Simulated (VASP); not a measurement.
# TiC (Fm-3m) in VASP: a series of runs, part 2 of 2

VASP 6.6.1.

## (5) Vibrations by perturbation theory, LDA

Input file INCAR:

```
PREC = Accurate
ENCUT = 520
EDIFF = 1E-8
ISMEAR = -1
SIGMA = 0.05
LREAL = F
LASPH = T
NELM = 60
ALGO = Normal
ISIF = 2
LWAVE = F
LCHARG = F
GGA = CA
IBRION = 8
NSW = 1
```

Input file KPOINTS:

```
regular mesh
0
Gamma
  8 8 8
```

Input file POSCAR:

```
TiC
1.0
    0.0000000000      2.1657188437      2.1657188437
    2.1657188437      0.0000000000      2.1657188437
    2.1657188437      2.1657188437      0.0000000000
Ti C
1 1
Direct
    0.0000000000      0.0000000000      0.0000000000
    0.5000000000      0.5000000000      0.5000000000
```

Potentials or basis: VASP PAW LDA potentials, release 64 (Ti_sv, C).

Run with:

```sh
$ cat potpaw_LDA.64/Ti_sv/POTCAR potpaw_LDA.64/C/POTCAR > POTCAR
$ mpirun -np 1 vasp_std > vasp.out
```

OUTCAR:

```text
PREC = Accurate
   ENCUT = 520
   EDIFF = 1E-8
   ISMEAR = -1
   LREAL = F
   LASPH = T
   NELM = 60
   ISIF = 2
   GGA = CA
   IBRION = 8
   NSW = 1

 ion  position               nearest neighbor table
   1  0.000  0.000  0.000-   2 2.17   2 2.17   2 2.17   2 2.17   2 2.17   2 2.17
   2  0.500  0.500  0.500-   1 2.17   1 2.17   1 2.17   1 2.17   1 2.17   1 2.17

  LATTYP: Found a face centered cubic cell.
 ALAT       =     4.3314376874

  Lattice vectors:

 A1 = (   0.0000000000,   2.1657188437,   2.1657188437)
 A2 = (   2.1657188437,   0.0000000000,   2.1657188437)
 A3 = (   2.1657188437,   2.1657188437,   0.0000000000)

Analysis of symmetry for initial positions (statically):
=====================================================================
 Subroutine PRICEL returns:
 Original cell was already a primitive cell.

 Routine SETGRP: Setting up the symmetry group for a
 face centered cubic supercell.

 Subroutine GETGRP returns: Found 48 space group operations
[... 9 lines left out ...]

 Routine SETGRP: Setting up the symmetry group for a
 face centered cubic supercell.

 Subroutine GETGRP returns: Found 48 space group operations
[... 11 lines left out ...]
                                     Primitive cell

  volume of cell :      20.3159

  direct lattice vectors                    reciprocal lattice vectors
     0.000000000  2.165718844  2.165718844    -0.230870227  0.230870227  0.230870227
     2.165718844  0.000000000  2.165718844     0.230870227 -0.230870227  0.230870227
     2.165718844  2.165718844  0.000000000     0.230870227  0.230870227 -0.230870227

  length of vectors
     3.062788961  3.062788961  3.062788961     0.399878962  0.399878962  0.399878962

  position of ions in fractional coordinates (direct lattice)
[... 8 lines left out ...]
----------------------------------------------------------------------------------------

 KPOINTS: regular mesh

Automatic generation of k-mesh.
 Grid dimensions read from file:
 generate k-points for:    8    8    8

 Generating k-lattice:

  Cartesian coordinates                     Fractional coordinates (reciprocal lattice)
    -0.028858778  0.028858778  0.028858778     0.125000000  0.000000000  0.000000000
     0.028858778 -0.028858778  0.028858778     0.000000000  0.125000000  0.000000000
     0.028858778  0.028858778 -0.028858778     0.000000000  0.000000000  0.125000000

  Length of vectors
     0.049984870  0.049984870  0.049984870

  Shift w.r.t. Gamma in fractional coordinates (k-lattice)
     0.000000000  0.000000000  0.000000000

 Subroutine IBZKPT returns following result:
 ===========================================

 Found     29 irreducible k-points:

 Following reciprocal coordinates:
            Coordinates               Weight
  0.000000  0.000000  0.000000      1.000000
  0.125000  0.000000  0.000000      8.000000
  0.250000  0.000000  0.000000      8.000000
  0.375000  0.000000  0.000000      8.000000
[... 98 lines left out ...]
      2     -23.0527      2.00000
      3     -23.0527      2.00000
      4     -23.0527      2.00000
      5      -2.9761      2.00000
      6       9.8613      0.00000
      7       9.8613      0.00000
      8       9.8613      0.00000
      9      10.9237      0.00000
     10      10.9237      0.00000
     11      10.9237      0.00000
     12      10.9438      0.00000
[... 331 lines left out ...]
 k-point    24 :      -0.3750    0.2500    0.1250
  band No.  band energies     occupation
      1     -46.5555      2.00000
      2     -23.4893      2.00000
      3     -23.2361      2.00000
      4     -23.1470      2.00000
      5       0.2319      2.00000
      6       4.4011      2.00000
      7       6.2536      2.00000
      8       6.7433      2.00000
      9      11.8057      0.00000
     10      11.9470      0.00000
     11      12.9857      0.00000
     12      15.6675      0.00000

 [... further k-points ...]
[... 5 lines left out ...]
  --------------------------------------------------------------------------------------
  -------------------------------------------------------------------------------------
  Total       -1.5099276     -1.5099276     -1.5099276      0.0000000     -0.0000000      0.0000000
  in kB     -119.0777100   -119.0777100   -119.0777100      0.0000000     -0.0000000      0.0000000
  external PRESSURE =    -119.0777100 kB  Pullay stress =       0.0000000 kB

 VOLUME and BASIS-vectors are now :
 -----------------------------------------------------------------------------
  energy-cutoff  :      520.00
  volume of cell :       20.32
      direct lattice vectors                 reciprocal lattice vectors
     0.000000000  2.165718844  2.165718844    -0.230870227  0.230870227  0.230870227
     2.165718844  0.000000000  2.165718844     0.230870227 -0.230870227  0.230870227
     2.165718844  2.165718844  0.000000000     0.230870227  0.230870227 -0.230870227

 POSITION                                       TOTAL-FORCE (eV/Angst)
 -----------------------------------------------------------------------------------
      0.00000      0.00000      0.00000        -0.000000     -0.000000     -0.000000
      2.16572      2.16572      2.16572         0.000000      0.000000      0.000000
 -----------------------------------------------------------------------------------
    total drift:                                0.000000     -0.000000     -0.000000

  FREE ENERGIE OF THE ION-ELECTRON SYSTEM (eV)
  ---------------------------------------------------
  free  energy   TOTEN  =       -20.5024797523 eV

  energy  without entropy=      -20.4997195266  energy(sigma->0) =      -20.50109964

[... ionic steps 2 to 3 ...]

--------------------------------------- Ionic step        4  -------------------------------------------

------------------------ aborting loop because EDIFF is reached ----------------------------------------

[... ionic steps 5 to 6 ...]

--------------------------------------- Ionic step        7  -------------------------------------------

 Free energy of the ion-electron system (eV)
  ---------------------------------------------------
  ---------------------------------------------------
  free energy    TOTEN  =        -0.11707440 eV

  energy without entropy =       -0.11707440

------------------------ aborting loop because EDIFF is reached ----------------------------------------

 INTERNAL STRAIN TENSOR  FOR ION    2  DIRECTION 1   (eV/Angst):
 -----------------------------------------------------------------------------
    -0.01600  0.00000  0.00000
    -0.00000  0.00444  0.00000
     0.00000  0.00000  0.00444

 INTERNAL STRAIN TENSOR FOR ION    2 for displacements in x,y,z  (eV/Angst):
          X           Y           Z          XY          YZ          ZX
  --------------------------------------------------------------------------------
  x     0.00000     0.00000     0.00000     0.00000     0.00000     0.00000
  y     0.00000     0.00000     0.00000     0.00000     0.00000     0.00000
  z     0.00000     0.00000     0.00000     0.00000     0.00000     0.00000

 SECOND DERIVATIVES (NOT SYMMETRIZED)
 ------------------------------------
               1X          1Y          1Z          2X          2Y          2Z
  1X    -9.414495    0.000000    0.000000    9.414495    0.000000    0.000000
  1Y     0.000000   -9.414495    0.000000    0.000000    9.414495    0.000000
  1Z     0.000000    0.000000   -9.414495    0.000000    0.000000    9.414495
  2X     9.312000    0.000000    0.000000   -9.312000    0.000000    0.000000
  2Y     0.000000    9.312000    0.000000    0.000000   -9.312000    0.000000
  2Z     0.000000    0.000000    9.312000    0.000000    0.000000   -9.312000

 Eigenvectors and eigenvalues of the dynamical matrix
 ----------------------------------------------------

   1 f  =   15.412255 THz    96.838056 2PiTHz  514.097497 cm-1    63.739937 meV
             X         Y         Z           dx          dy          dz
      0.000000  0.000000  0.000000     0.000000    0.449790    0.000000
      2.165719  2.165719  2.165719     0.000000   -0.893134    0.000000
[... 21 lines left out ...]
   6 f/i=    0.033887 THz     0.212921 2PiTHz    1.130361 cm-1     0.140147 meV
             X         Y         Z           dx          dy          dz
      0.000000  0.000000  0.000000     0.000000    0.000000    0.893134
      2.165719  2.165719  2.165719     0.000000    0.000000    0.449790

--------------------------------------------------------------------------------------------------------

 ELASTIC MODULI CONTR FROM IONIC RELAXATION (kBar)
 Direction    XX          YY          ZZ          XY          YZ          ZX
 --------------------------------------------------------------------------------
 XX           0.0000      0.0000      0.0000      0.0000      0.0000      0.0000
 YY           0.0000      0.0000      0.0000      0.0000      0.0000      0.0000
 ZZ           0.0000      0.0000      0.0000      0.0000      0.0000      0.0000
 XY           0.0000      0.0000      0.0000      0.0000      0.0000      0.0000
 YZ           0.0000      0.0000      0.0000      0.0000      0.0000      0.0000
 ZX           0.0000      0.0000      0.0000      0.0000      0.0000      0.0000
 --------------------------------------------------------------------------------
```

Run time: 26 s. Hardware: 1 thread of Intel Xeon 6975P-C (Granite Rapids), shared host; peak memory 0.16 GiB.

What came out:

| Property | Result |
| --- | --- |
| Highest phonon frequency at Γ, LO-TO splitting left out | 514 cm⁻¹ |

Phonon frequencies in cm⁻¹ (negative: imaginary):
```csv
q point,frequencies
"(0.000, 0.000, 0.000)",-1 -1 -1 514 514 514
```

Caveat: the cell wasn't relaxed at this level first, which shifts response properties.
